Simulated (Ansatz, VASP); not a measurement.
InP in VASP and in Ansatz

Contents of INCAR:

```
SYSTEM = InP
  PREC = Accurate
  ENCUT = 520
  EDIFF = 1E-6
  ISMEAR = 0
  SIGMA = 0.015
  LREAL = .FALSE.
  LASPH = .TRUE.
  NELM = 100
  ALGO = Normal
  ISIF = 2
  LWAVE = .FALSE.
  LCHARG = .FALSE.
  GGA = PE
  NBANDS = 16
```

KPOINTS

```
regular mesh
0
G
  8 8 8
  0 0 0
```

File POSCAR:

```
InP
1.0
    0.0000000000      2.9305000000      2.9305000000
    2.9305000000      0.0000000000      2.9305000000
    2.9305000000      2.9305000000      0.0000000000
In P
1 1
Direct
    0.0000000000      0.0000000000      0.0000000000
    0.7500000000      0.7500000000      0.7500000000
```

The input input.yaml:

```yaml
crystal:
  lattice:
    - [0.0, 2.9305, 2.9305]
    - [2.9305, 0.0, 2.9305]
    - [2.9305, 2.9305, 0.0]
  atoms:
    - { symbol: In, position: [0.0, 0.0, 0.0] }
    - { symbol: P, position: [0.75, 0.75, 0.75] }
kpoints:
  mp_grid: { grid: [8, 8, 8] }
scf:
  occupations: { method: gaussian, width: 0.015 }
hamiltonian:
  xc: pbe
  pseudopotentials: { kind: all_electron, lapw: { basis_error: 0.001 } }
output:
  forces: true
  stress: true
  eigenvalues: true
```

Alike in both runs: task single point; functional PBE; k mesh 8 × 8 × 8; occupations gaussian, width 0.015 eV; no spin polarisation.

|  | VASP | Ansatz |
| --- | --- | --- |
| version | VASP 6.6.1 | Ansatz 0.2.0 |
| potentials or method | VASP PAW PBE potentials, release 64 (In_d, P), cutoff 520 eV | all-electron LAPW, scalar-relativistic |

|  | VASP | Ansatz | Ansatz less VASP |
| --- | --- | --- | --- |
| gap on the k mesh at the Fermi level (eV) | 0.71 | 0.71 | +0.002 |
| least direct gap on the mesh (eV) | 0.71 | 0.71 | +0.002 |
| pressure (GPa) | 3.3 | 3.3 | +0.06 |

Ansatz ran all-electron here, and VASP with PAW potentials.
